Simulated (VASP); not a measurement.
Set up this calculation in VASP 6.6.1, as the native input.

| Property | Result |
| --- | --- |
| Task | single point |
| Functional | r2SCAN |
| Potentials or basis | VASP PAW PBE potentials, release 64 (Sr_sv) |
| Cutoff | 520 eV |
| k mesh | 12 × 12 × 8 |
| Occupations | gaussian, width 0.15 eV |
| Spin | no spin polarisation |
| Dipole correction | no |
| Further INCAR settings | ALGO = Normal; EDIFF = 1e-06; NBANDS = 17 |

The system is Sr.

```xyz
2
Lattice="4.3100 0.0000 0.0000 -2.1550 3.7326 0.0000 0.0000 0.0000 7.4025" Properties=species:S:1:pos:R:3 pbc="T T T"
Sr    0.0000    2.4884    1.8506
Sr    2.1550    1.2442    5.5519
```

This cell differs from its parent crystal: strain +0.000 along x and y, +0.050 along z.

These files were run (other wordings do the same):

POSCAR

```
Sr
1.0
    4.3100002207      0.0000000000      0.0000000000
   -2.1550001104      3.7325696814      0.0000000000
    0.0000000000      0.0000000000      7.4025000000
Sr
2
Direct
    0.3333333333      0.6666666667      0.2500000000
    0.6666666667      0.3333333333      0.7500000000
```

INCAR.step1

```
SYSTEM = Sr
PREC     = Accurate       ! precision mode
ENCUT    = 520            ! plane-wave cutoff, eV
ISMEAR   = 0              ! smearing method
SIGMA    = 0.15           ! smearing width, eV
LREAL    = .False.        ! projectors in reciprocal space
LASPH    = .True.         ! aspherical terms in the spheres
NELM     = 100            ! most SCF steps
NBANDS   = 17             ! bands
GGA      = PE             ! functional
ALGO     = Normal         ! electronic algorithm
EDIFF    = 1E-4           ! SCF threshold, eV
LWAVE    = .True.         ! write WAVECAR
LCHARG   = .False.        ! write CHGCAR
```

INCAR.step2

```
SYSTEM = Sr
PREC     = Accurate       ! precision mode
ENCUT    = 520            ! plane-wave cutoff, eV
EDIFF    = 1E-6           ! SCF threshold, eV
ISMEAR   = 0              ! smearing method
SIGMA    = 0.15           ! smearing width, eV
LREAL    = .False.        ! projectors in reciprocal space
LASPH    = .True.         ! aspherical terms in the spheres
NELM     = 100            ! most SCF steps
ALGO     = Normal         ! electronic algorithm
ISIF     = 2              ! what is computed and relaxed
LWAVE    = .False.        ! write WAVECAR
LCHARG   = .True.         ! write CHGCAR
METAGGA  = R2SCAN         ! meta-GGA
LMIXTAU  = .True.       
LELF     = .True.         ! ELF
LVHAR    = .True.       
NBANDS   = 17             ! bands
ISTART   = 1
```

KPOINTS

```
Automatic mesh
0
Gamma
  12 12 8
  0 0 0
```

Potentials or basis: VASP PAW PBE potentials, release 64 (Sr_sv).

Run with:

```bash
$ cat potpaw_PBE.64/Sr_sv/POTCAR > POTCAR
$ cp INCAR.step1 INCAR
$ mpirun -np 1 vasp_std > vasp.out
$ cp INCAR.step2 INCAR
$ mpirun -np 1 vasp_std > vasp.out
```

It gave:

```
Pressure               : -0.5 GPa
Band gap on the k mesh : zero (bands 10 and 11 overlap by 0.53 eV)
```

Caveat: the cell differs from its parent crystal (strain +0.000 along x and y, +0.050 along z); the PAW data sets were made with another functional, which shifts forces and pressure a little.

Wall time 14 min on 1 thread of Intel Xeon 8259CL, with other jobs on the host, peak memory 0.35 GiB.
